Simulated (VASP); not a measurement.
# CdS (Hawleyite) (F-43m) in VASP: notebook, part 2 of 2

VASP 6.6.1.

## 4. Single point, r2SCAN

This run uses another cell than the first one, of 25.39 Å³/atom, 0.965 times its volume.

The input, POSCAR:

```
CdS
1.0
    2.9392742335      2.9392742335      0.0000000000
   -2.9392742335      2.9392742335      0.0000000000
    0.0000000000      2.9392742335      2.9392742335
Cd S
1 1
Direct
    0.0000000000      0.0000000000      0.0000000000
    0.7500000000      0.2500000000      0.5000000000
```

The input, INCAR.step1:

```
SYSTEM = CdS
ALGO = Normal ; EDIFF = 1E-4
ENCUT = 520 ; GGA = PE
ISMEAR = -1 ; LASPH = .TRUE.
LCHARG = .FALSE. ; LREAL = .FALSE.
LWAVE = .TRUE. ; NBANDS = 16
NELM = 80 ; PREC = Accurate
SIGMA = 0.08
```

The input, INCAR.step2:

```
SYSTEM = CdS
ALGO = Normal ; EDIFF = 1E-7
ENCUT = 520 ; ISIF = 2
ISMEAR = -1 ; ISTART = 1
LASPH = .TRUE. ; LCHARG = .FALSE.
LMIXTAU = .TRUE. ; LREAL = .FALSE.
LWAVE = .FALSE. ; METAGGA = R2SCAN
NBANDS = 16 ; NELM = 80
PREC = Accurate ; SIGMA = 0.08
```

The input, KPOINTS:

```
k-points
0
G
  12 12 12
  0 0 0
```

Potentials or basis: VASP PAW PBE potentials, release 64 (Cd, S).

Command:

```
cat potpaw_PBE.64/Cd/POTCAR potpaw_PBE.64/S/POTCAR > POTCAR
cp INCAR.step1 INCAR
mpirun -np 1 vasp_std > vasp.out
cp INCAR.step2 INCAR
mpirun -np 1 vasp_std > vasp.out
```

OUTCAR:

```text
SYSTEM = CdS
   EDIFF = 1E-7
   ENCUT = 520
   ISIF = 2
   ISMEAR = -1
   ISTART = 1
   LASPH = .TRUE.
   LREAL = .FALSE.
   METAGGA = R2SCAN
   NELM = 80
   PREC = Accurate

 ion  position               nearest neighbor table
   1  0.000  0.000  0.000-   2 2.55   2 2.55   2 2.55   2 2.55
   2  0.750  0.250  0.500-   1 2.55   1 2.55   1 2.55   1 2.55

  LATTYP: Found a face centered cubic cell.
 ALAT       =     5.8785484670

  Lattice vectors:

 A1 = (   0.0000000000,   2.9392742335,   2.9392742335)
 A2 = (   2.9392742335,   0.0000000000,   2.9392742335)
 A3 = (   2.9392742335,   2.9392742335,   0.0000000000)

Analysis of symmetry for initial positions (statically):
=====================================================================
 Subroutine PRICEL returns:
 Original cell was already a primitive cell.

 Routine SETGRP: Setting up the symmetry group for a
 face centered cubic supercell.

 Subroutine GETGRP returns: Found 24 space group operations
 (whereof 24 operations were pure point group operations)
 out of a pool of 48 trial point group operations.

The static configuration has the point symmetry T_d .

[... 153 lines left out ...]
  ext. energy  EPLUGINS =         0.00000000
  ---------------------------------------------------
  free energy    TOTEN  =       -29.68614929 eV

  energy without entropy =      -29.68614859  energy(sigma->0) =      -29.68614894

 E-fermi :   1.7464     XC(G=0):  -9.6188

 val. band max:        0.8517655312   @ k =   0.0000   0.0000   0.0000
 cond. band min:       2.3899497005   @ k =   0.0000   0.0000   0.0000
 fundamental gap:      1.5381841693
 Fermi energy:         1.7464188880

 k-point     1 :       0.0000    0.0000    0.0000
  band No.  band energies     occupation
      1     -11.8791      2.00000
      2      -7.0338      2.00000
      3      -7.0338      2.00000
      4      -7.0338      2.00000
      5      -6.5533      2.00000
      6      -6.5533      2.00000
[... 433 lines left out ...]
      3      -6.8631      2.00000
      4      -6.6263      2.00000
      5      -6.5076      2.00000
      6      -6.3646      2.00000
[... 8 lines left out ...]
     15      13.8392      0.00000
     16      14.0919      0.00000

 [... further k-points ...]
[... 5 lines left out ...]
  --------------------------------------------------------------------------------------
  -------------------------------------------------------------------------------------
  Total        0.0895287      0.0895287      0.0895287     -0.0000000     -0.0000000     -0.0000000
  in kB        2.8243765      2.8243765      2.8243765     -0.0000000     -0.0000000     -0.0000000
  external PRESSURE =       2.8243765 kB  Pullay stress =       0.0000000 kB

 VOLUME and BASIS-vectors are now :
 -----------------------------------------------------------------------------
  energy-cutoff  :      520.00
  volume of cell :       50.79
      direct lattice vectors                 reciprocal lattice vectors
     2.939274233  2.939274233  0.000000000     0.170110020  0.170110020 -0.170110020
    -2.939274233  2.939274233  0.000000000    -0.170110020  0.170110020 -0.170110020
     0.000000000  2.939274233  2.939274233     0.000000000  0.000000000  0.340220041

 POSITION                                       TOTAL-FORCE (eV/Angst)
 -----------------------------------------------------------------------------------
      0.00000      0.00000      0.00000         0.000000      0.000000      0.000000
      1.46964      4.40891      1.46964        -0.000000     -0.000000     -0.000000
 -----------------------------------------------------------------------------------
    total drift:                                0.000006     -0.000000      0.000000

  FREE ENERGIE OF THE ION-ELECTRON SYSTEM (eV)
  ---------------------------------------------------
  free  energy   TOTEN  =       -29.6861492944 eV

  energy  without entropy=      -29.6861485917  energy(sigma->0) =      -29.68614894
```

OUTCAR.step1:

```text
SYSTEM = CdS
   EDIFF = 1E-4
   ENCUT = 520
   GGA = PE
   ISMEAR = -1
   LASPH = .TRUE.
   LREAL = .FALSE.
[... 675 lines left out ...]
      0.00000      0.00000      0.00000        -0.000000      0.000000      0.000000
      1.46964      4.40891      1.46964         0.000000      0.000000     -0.000000
 -----------------------------------------------------------------------------------
    total drift:                                0.000001     -0.000000     -0.000000

  FREE ENERGIE OF THE ION-ELECTRON SYSTEM (eV)
  ---------------------------------------------------
  free  energy   TOTEN  =        -6.1396110657 eV

  energy  without entropy=       -6.1396028652  energy(sigma->0) =       -6.13960697
```

It took 87 s on 1 thread of Intel Xeon 6975P-C (Granite Rapids), shared host; peak memory 0.21 GiB.

Results:

| Property | Result |
| --- | --- |
| Free energy | -29.6861 eV |
| Pressure | 0.3 GPa |
| Band gap on the k mesh | 1.54 eV, direct |

Caveat: the PAW data sets were made with another functional, which shifts forces and pressure a little.

## 5. Relaxation of cell and atoms, r2SCAN, target pressure -2 GPa, at which the enthalpy is minimised

This run uses another cell than the first one, of 25.39 Å³/atom, 0.965 times its volume.

POSCAR is that of step 4.

The input, INCAR.step1:

```
SYSTEM = CdS
PREC = Accurate ; ENCUT = 600
ISMEAR = 0 ; SIGMA = 0.01
LREAL = .False. ; LASPH = .True.
NELM = 100 ; GGA = PE
ALGO = Normal ; EDIFF = 1E-4
LWAVE = .True. ; LCHARG = .False.
```

The input, INCAR.step2:

```
SYSTEM = CdS
PREC = Accurate ; ENCUT = 600
EDIFF = 1E-6 ; ISMEAR = 0
SIGMA = 0.01 ; LREAL = .False.
LASPH = .True. ; NELM = 100
ALGO = Normal ; ISIF = 3
LWAVE = .False. ; LCHARG = .False.
METAGGA = R2SCAN ; LMIXTAU = .True.
IBRION = 2 ; NSW = 100
EDIFFG = -0.002 ; PSTRESS = -20.0
ISTART = 1
```

The input, KPOINTS:

```
regular mesh
0
Gamma
  8 8 8
  0 0 0
```

Command:

```
cat potpaw_PBE.64/Cd/POTCAR potpaw_PBE.64/S/POTCAR > POTCAR
cp INCAR.step1 INCAR
mpirun -np 1 vasp_std > vasp.out
cp INCAR.step2 INCAR
mpirun -np 1 vasp_std > vasp.out
```

It took 2 min on 1 thread of Intel Xeon 6975P-C (Granite Rapids), shared host; peak memory 0.24 GiB.

The run converged. Its results:

- Free energy: -29.6744 eV
- Relaxed volume: 26.42 Å³/atom
- Relaxed cell: a = 4.212 Å, b = 4.212 Å, c = 4.212 Å, α = 60.00°, β = 60.00°, γ = 90.00°
- Space group after relaxing (to 0.05 Å): F-43m (No. 216)
- Energy change on relaxing (the enthalpy is what falls): +5.9 meV/atom
- Ionic steps: 3
- Pressure after relaxing: -2.0 GPa
- Band gap on the k mesh: 1.44 eV, direct

Step by step:
```
step  energy change (eV)  largest force (eV/Å)  pressure (GPa)  volume (Å³)
   1              0.0000                0.0000            0.24        50.79
   2              0.0204                0.0000           -2.57        53.44
   3              0.0118                0.0000           -1.99        52.84
```

Final structure:
```cif
data_structure
_symmetry_space_group_name_H-M 'P 1'
_symmetry_Int_Tables_number 1
_cell_length_a 4.2121
_cell_length_b 4.2121
_cell_length_c 4.2121
_cell_angle_alpha 60.000
_cell_angle_beta 60.000
_cell_angle_gamma 90.000
_cell_volume 52.84
loop_
_atom_site_label
_atom_site_type_symbol
_atom_site_fract_x
_atom_site_fract_y
_atom_site_fract_z
_atom_site_occupancy
Cd1 Cd 0.00000 0.00000 0.00000 1
S1 S 0.75000 0.25000 0.50000 1
```

Levels at points of the mesh, in eV from the valence-band top:
| k point | band 6 | band 7 | band 8 | band 9 | band 10 | band 11 | band 12 | band 13 |
| --- | --- | --- | --- | --- | --- | --- | --- | --- |
| (0.00, 0.00, 0.00) | -7.34 | 0.00 | 0.00 | 0.00 | 1.44 | 7.08 | 7.08 | 7.08 |
| (0.50, 0.00, 0.00) | -7.00 | -4.08 | -0.68 | -0.68 | 3.37 | 7.47 | 7.47 | 7.69 |
| (0.50, 0.50, 0.00) | -6.94 | -3.70 | -1.71 | -1.71 | 3.94 | 4.67 | 9.50 | 11.15 |

Caveat: the cell is relaxed towards a set pressure, so the enthalpy falls and the energy may rise; the PAW data sets were made with another functional, which shifts forces and pressure a little.

## 6. The runs side by side

```tsv
task	cell	k mesh	cutoff (eV)	smearing	gap on the mesh (eV)	pressure (GPa)
single point	a = 4.206 Å, angles 60.0, 60.0, 90.0°, 2 atoms	8 × 8 × 8	520	gaussian 0.01 eV	1.45	-1.7
single point	a = 4.157 Å, angles 60.0, 60.0, 90.0°, 2 atoms	12 × 12 × 12	520	fermi-dirac 0.08 eV	1.54	0.3
relaxation of cell and atoms	relaxed to -2 GPa from a = 4.157 Å, angles 60.0, 60.0, 90.0°, 2 atoms	8 × 8 × 8	600	gaussian 0.01 eV	1.44	-2.0
```

Alike in all rows: level r2SCAN; potentials or basis VASP PAW PBE potentials, release 64 (Cd, S); no spin polarisation.

Caveats: the PAW data sets were made with another functional, which shifts forces and pressure a little; the cell is relaxed towards a set pressure, so the enthalpy falls and the energy may rise (some runs).

Absolute energies hang on the potentials; compare differences alone.
